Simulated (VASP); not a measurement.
A run of VASP 6.6.1 is set up as follows.

File INCAR:

```
PREC     = Accurate       # precision mode
ENCUT    = 600            # plane-wave cutoff, eV
EDIFF    = 1E-6           # SCF threshold, eV
ISMEAR   = 0              # smearing method
SIGMA    = 0.1            # smearing width, eV
LREAL    = False          # projectors in reciprocal space
LASPH    = True           # aspherical terms in the spheres
NELM     = 100            # most SCF steps
ALGO     = Normal         # electronic algorithm
ISIF     = 3              # what is computed and relaxed
LWAVE    = False          # write WAVECAR
LCHARG   = False          # write CHGCAR
GGA      = PE             # functional
IBRION   = 2              # ionic algorithm
NSW      = 90             # ionic steps
EDIFFG   = -0.04          # ionic threshold
```

KPOINTS

```
Automatic mesh
0
Gamma
  6 6 4
```

POSCAR

```
Ta3B2N
1.0
    4.9393968100      0.0000000000      0.0000000000
   -2.4696984000      4.2776431200      0.0000000000
    0.0000000000      0.0000000000      4.1251041500
Ta B N
3 2 1
Direct
    0.5000000000      0.0000000000      0.3910249600
    0.0000000000      0.5000000000      0.3910249600
    0.5000000000      0.5000000000      0.3910249600
    0.3333333300      0.6666666700      0.6499078100
    0.6666666700      0.3333333300      0.6499078100
    0.0000000000      0.0000000000      0.8339446200
```

Potentials or basis: VASP PAW PBE potentials, release 64 (Ta_pv, B, N).

Run with:

```sh
$ cat potpaw_PBE.64/Ta_pv/POTCAR potpaw_PBE.64/B/POTCAR potpaw_PBE.64/N/POTCAR > POTCAR
$ mpirun -np 1 vasp_std > vasp.out
```

(1) What does it give for the relaxed cell?

(2) What does it give for the band gap on the k mesh?

(3) Predict the space group after relaxing (to 0.05 Å).

## Answers

(1) a = 5.533 Å, b = 5.533 Å, c = 3.285 Å, α = 90.00°, β = 90.00°, γ = 120.00°.

(2) zero (band 22 reaches 4.77 eV, above the bottom of band 23 at 3.62 eV).

(3) P6/mmm (No. 191).

Caveat: the k points lie up to 0.48 Å⁻¹ apart in the final cell; spin-orbit coupling is left out, which moves the levels of the heavy elements.
